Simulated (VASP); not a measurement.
Runs of VASP 6.6.1 on Sr. It takes space group Fm-3m (No. 225, cubic). The conventional cell has a = 6.038 Å, b = 6.038 Å, c = 6.038 Å, α = 90.00°, β = 90.00°, γ = 90.00°. Within 5.6 Å of Sr (site symmetry m-3m) lie 12 Sr at 4.27 Å. 

```tsv
k mesh	smearing	gap on the mesh (eV)	pressure (GPa)
9 × 9 × 9	fermi-dirac 0.03 eV	0.09	-0.1
9 × 9 × 9	methfessel-paxton 0.2 eV	0.09	0.0
13 × 13 × 13	fermi-dirac 0.1 eV	-	0.0
9 × 9 × 9	methfessel-paxton 0.6 eV	0.09	0.0
7 × 7 × 7	fermi-dirac 0.1 eV	-	0.0
9 × 9 × 9	fermi-dirac 1 eV	-	1.4
9 × 9 × 9	fermi-dirac 0.2 eV	-	(a)
9 × 9 × 9	methfessel-paxton 1 eV	-	0.0
9 × 9 × 9	methfessel-paxton 0.01 eV	0.09	-0.1
9 × 9 × 9	fermi-dirac 0.01 eV	0.09	-0.1
9 × 9 × 9	methfessel-paxton 0.3 eV	0.09	0.0
```

Alike in all rows: task single point; level PBE; potentials or basis VASP PAW PBE potentials, release 64 (Sr_sv); no spin polarisation; cell as given; cutoff (eV) 520.

Fill in the values left out.

(a) 0.1.

A k mesh can miss the band edges, and the runs leave out spin-orbit coupling on Sr.
